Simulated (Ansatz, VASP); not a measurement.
# Li2Se in VASP and in Ansatz

Contents of INCAR:

```
PREC = Accurate
ENCUT = 750
EDIFF = 1E-6
ISMEAR = 0
SIGMA = 0.01
LREAL = False
LASPH = True
NELM = 120
ALGO = Normal
ISIF = 2
LWAVE = False
LCHARG = True
GGA = PS
LELF = True
LVHAR = True
NBANDS = 13
GGA_COMPAT = False
```

The input KPOINTS:

```
regular mesh
0
Gamma
  8 8 8
```

File POSCAR:

```
Li2Se
1.0
    2.7271754223      2.7271754223      0.0000000000
   -2.7271754223      2.7271754223      0.0000000000
    0.0000000000      2.7271754223      2.7271754223
Li Se
2 1
Direct
    0.2500000000      0.7500000000      0.5000000000
    0.7500000000      0.2500000000      0.5000000000
    0.0000000000      0.0000000000      0.0000000000
```

Input for Ansatz:

```yaml
crystal:
  lattice:
    - [2.72717542232, 2.72717542232, 0.0]
    - [-2.72717542232, 2.72717542232, 0.0]
    - [0.0, 2.72717542232, 2.72717542232]
  atoms:
    - { symbol: Li, position: [0.25, 0.75, 0.5] }
    - { symbol: Li, position: [0.75, 0.25, 0.5] }
    - { symbol: Se, position: [0.0, 0.0, 0.0] }
kpoints:
  mp_grid: { grid: [8, 8, 8] }
scf:
  occupations: { method: fixed }
  convergence: { dr2_threshold: 1.0e-10 }
hamiltonian:
  xc: pbesol
  pseudopotentials: { kind: all_electron, lapw: { basis_error: 0.0005 } }
output:
  forces: true
  stress: true
  eigenstates:
    kpoints:
      - [0.0, 0.0, 0.0]
      - [-0.5, 0.5, 0.0]
      - [-0.5, -0.5, -0.5]
      - [0.0, 0.0, -0.5]
      - [0.0, -0.5, -0.5]
      - [0.0, 0.5, 0.0]
      - [-0.5, 0.0, 0.0]
      - [-0.5, 0.0, -0.5]
  eigenvalues: true
```

Alike in both runs: task single point; functional PBEsol; k mesh 8 × 8 × 8; no spin polarisation.

|  | VASP | Ansatz |
| --- | --- | --- |
| version | VASP 6.6.1 | Ansatz 0.2.0 |
| potentials or method | VASP PAW PBE potentials, release 64 (Li_sv, Se), cutoff 750 eV | all-electron LAPW, scalar-relativistic |
| occupations | gaussian, width 0.01 eV | fixed |

```tsv
	VASP	Ansatz	Ansatz less VASP
gap on the k mesh at the Fermi level (eV)	2.46	2.47	+0.014
pressure (GPa)	15.2	15.0	-0.21
```

VASP's potentials were made for PBE, not for PBEsol. Ansatz ran all-electron here, and VASP with PAW potentials.
